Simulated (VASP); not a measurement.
Here is a VASP 6.6.1 calculation.

File INCAR:

```
ALGO = Normal
EDIFF = 1E-7
ENCUT = 520
GGA = PE
ISIF = 2
ISMEAR = 0
LASPH = True
LCHARG = False
LREAL = False
LWAVE = False
NBANDS = 61
NELM = 80
PREC = Accurate
SIGMA = 0.05
```

KPOINTS

```
k-points
0
Gamma
  1 1 5
```

Contents of POSCAR:

```
SnSe
1.0
   16.8000000000      0.0000000000      0.0000000000
    0.0000000000     10.9000000000      0.0000000000
    0.0000000000      0.0000000000      6.7797009239
Sn Se
5 5
Direct
    0.6164958974      0.4286591271      0.3333333333
    0.7329917948      0.4286591271      0.8333333333
    0.3835041026      0.4286591271      0.3333333333
    0.5000000000      0.4286591271      0.8333333333
    0.2670082052      0.4286591271      0.8333333333
    0.7329917948      0.5713408729      0.1666666667
    0.5000000000      0.5713408729      0.1666666667
    0.6164958974      0.5713408729      0.6666666667
    0.2670082052      0.5713408729      0.1666666667
    0.3835041026      0.5713408729      0.6666666667
```

Potentials or basis: VASP PAW PBE potentials, release 64 (Sn_d, Se).

Run with:

```console
$ cat potpaw_PBE.64/Sn_d/POTCAR potpaw_PBE.64/Se/POTCAR > POTCAR
$ mpirun -np 1 vasp_std > vasp.out
```

Q: Predict the band gap on the k mesh.

A: 0.61 eV, indirect (least direct gap 0.64 eV).

Q: Predict the largest force.

A: 1.266 eV/Å.

Forces on the atoms (eV/Å):
```
Sn   0.228  0.040 -0.305
Sn  -0.199  0.881  0.887
Sn  -0.228  0.040 -0.305
Sn   0.000 -0.048  0.326
Sn   0.199  0.881  0.887
Se  -0.061 -0.848 -0.713
Se   0.000 -0.060 -0.115
Se   0.248 -0.019  0.025
Se   0.061 -0.848 -0.713
Se  -0.248 -0.019  0.025
```

Caveat: spin-orbit coupling is left out, which moves the levels of the heavy elements.
